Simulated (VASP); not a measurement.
Input of a VASP 6.6.1 run:

INCAR

```
PREC = Accurate
ENCUT = 520
EDIFF = 1E-7
ISMEAR = -1
SIGMA = 0.1
LREAL = F
LASPH = T
NELM = 60
ALGO = Normal
ISIF = 2
LWAVE = F
LCHARG = F
GGA = PE
NBANDS = 22
```

Contents of KPOINTS:

```
regular mesh
0
Gamma
  7 7 7
```

Contents of POSCAR:

```
Al
1.0
    5.1360075333      0.0000000000      0.0000000000
    0.0000000000      5.1360075333      0.0000000000
    0.0000000000      0.0000000000      5.1360075333
Al
8
Direct
    1.0000000000      1.0000000000      1.0000000000
    0.5000000000      0.5000000000      0.5000000000
    0.2500000000      1.0000000000      0.5000000000
    0.7500000000      1.0000000000      0.5000000000
    0.5000000000      0.2500000000      0.0000000000
    0.5000000000      0.7500000000      0.0000000000
    0.0000000000      0.5000000000      0.2500000000
    0.0000000000      0.5000000000      0.7500000000
```

Potentials or basis: VASP PAW PBE potentials, release 64 (Al).

Launch:

```sh
$ cat potpaw_PBE.64/Al/POTCAR > POTCAR
$ mpirun -np 1 vasp_std > vasp.out
```

(1) Predict the band gap on the k mesh.

(2) What does it give for the pressure?

Results:

(1) zero (band 12 reaches 10.06 eV, above the bottom of band 13 at 6.99 eV).

(2) 0.0 GPa.
